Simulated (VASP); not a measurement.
Input of a VASP 6.6.1 run:

Contents of INCAR:

```
ALGO = Normal ; EDIFF = 1E-6
ENCUT = 520 ; GGA = PS
ISIF = 2 ; ISMEAR = 0
LASPH = T ; LCHARG = F
LREAL = F ; LWAVE = F
NBANDS = 11 ; NELM = 80
PREC = Accurate ; SIGMA = 0.01
```

Contents of KPOINTS:

```
k-points
0
Gamma
  8 8 8
```

Contents of POSCAR:

```
BP
1.0
    2.3052732867      2.3052732867      0.0000000000
   -2.3052732867      2.3052732867      0.0000000000
    0.0000000000      2.3052732867      2.2388744983
B P
1 1
Direct
    0.0000000000      0.0000000000      0.0000000000
    0.7500000000      0.2500000000      0.5000000000
```

Potentials or basis: VASP PAW PBE potentials, release 64 (B, P).

Launch:

```console
$ cat potpaw_PBE.64/B/POTCAR potpaw_PBE.64/P/POTCAR > POTCAR
$ mpirun -np 1 vasp_std > vasp.out
```

Predict the pressure.

-4.7 GPa.

What does it give for the band gap on the k mesh?

0.75 eV, indirect (least direct gap 3.04 eV).

Stress tensor (GPa, compression positive):
```
-7.15  0.00  0.00
 0.00 -7.15  0.00
 0.00  0.00  0.10
```

Caveat: the cell differs from its parent crystal (in-plane strain +0.02, then relaxed in part); the PAW data sets were made with another functional, which shifts forces and pressure a little. A k mesh can miss the band edges.
